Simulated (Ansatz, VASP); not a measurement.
# WC in VASP and in Ansatz

```
CELL_PARAMETERS angstrom
0.00000 2.19016 2.19016
2.19016 0.00000 2.19016
2.19016 2.19016 0.00000
ATOMIC_POSITIONS crystal
W 0.00000 0.00000 0.00000
C 0.50000 0.50000 0.50000
```

Alike in both runs: functional PBE; k mesh 16 × 16 × 16; occupations fermi-dirac, width 0.08 eV; no spin polarisation.

Ansatz relaxed the structure, and its values are those at the end. VASP's run is a single point on that final structure, the one shown.

|  | VASP | Ansatz |
| --- | --- | --- |
| version | VASP 6.6.1 | Ansatz 0.2.0 |
| potentials or method | VASP PAW PBE potentials, release 64 (W_sv, C) | PAW with Ansatz's default frozen-core files, scalar-relativistic |
| plane-wave cutoff (eV) | 600 | 420 |
| valence electrons in the cell | 18 | 18 |

```tsv
	VASP	Ansatz	Ansatz less VASP
pressure (GPa)	0.8	0.0	-0.83
```

Spin-orbit coupling is off throughout.
